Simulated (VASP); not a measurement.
Here is a VASP 6.6.1 calculation.

The input INCAR:

```
PREC     = Accurate       # precision mode
ENCUT    = 600            # plane-wave cutoff, eV
EDIFF    = 1E-6           # SCF threshold, eV
ISMEAR   = 0              # smearing method
SIGMA    = 0.1            # smearing width, eV
LREAL    = F              # projectors in reciprocal space
LASPH    = T              # aspherical terms in the spheres
NELM     = 100            # most SCF steps
ALGO     = Normal         # electronic algorithm
ISIF     = 4              # what is computed and relaxed
LWAVE    = F              # write WAVECAR
LCHARG   = F              # write CHGCAR
GGA      = PE             # functional
IBRION   = 2              # ionic algorithm
NSW      = 50             # ionic steps
EDIFFG   = -0.01          # ionic threshold
```

File KPOINTS:

```
Automatic mesh
0
Gamma
  6 6 6
```

The input POSCAR:

```
InCu3O3
1.0
    3.1652263993      1.8274443137      5.0081411069
   -3.1652263993      1.8274443137      5.0081411069
    0.0000000000     -3.6548886274      5.0081411069
In Cu O
2 6 6
Direct
    0.5000000000      0.5000000000      0.5000000000
    0.0000000000      0.0000000000      0.0000000000
    0.5000000000      0.0000000000      0.0000000000
    0.5000000000      0.5000000000      0.0000000000
    0.0000000000      0.0000000000      0.5000000000
    0.5000000000      0.0000000000      0.5000000000
    0.0000000000      0.5000000000      0.5000000000
    0.0000000000      0.5000000000      0.0000000000
    0.3369582601      0.7500000000      0.1630417399
    0.6630417399      0.2500000000      0.8369582601
    0.7500000000      0.1630417399      0.3369582601
    0.2500000000      0.8369582601      0.6630417399
    0.8369582601      0.6630417399      0.2500000000
    0.1630417399      0.3369582601      0.7500000000
```

Potentials or basis: VASP PAW PBE potentials, release 64 (In_d, Cu, O).

Command:

```sh
$ cat potpaw_PBE.64/In_d/POTCAR potpaw_PBE.64/Cu/POTCAR potpaw_PBE.64/O/POTCAR > POTCAR
$ mpirun -np 1 vasp_std > vasp.out
```

Q: Estimate the band gap on the k mesh.

A: Zero (bands 64 and 65 overlap by 0.14 eV).

The path:
```
step  energy change (eV)  largest force (eV/Å)  pressure (GPa)  volume (Å³)
   1              0.0000                0.2723            4.49       173.81
   2             -0.0197                0.1709            4.05       173.81
   3             -0.0324                0.0301            3.08       173.81
   4             -0.0329                0.0001            3.18       173.81
```

Caveat: spin-orbit coupling is left out, which moves the levels of the heavy elements. With open d or f shells a metallic result of PBE can be an artefact of self-interaction; +U or a hybrid may open a gap.
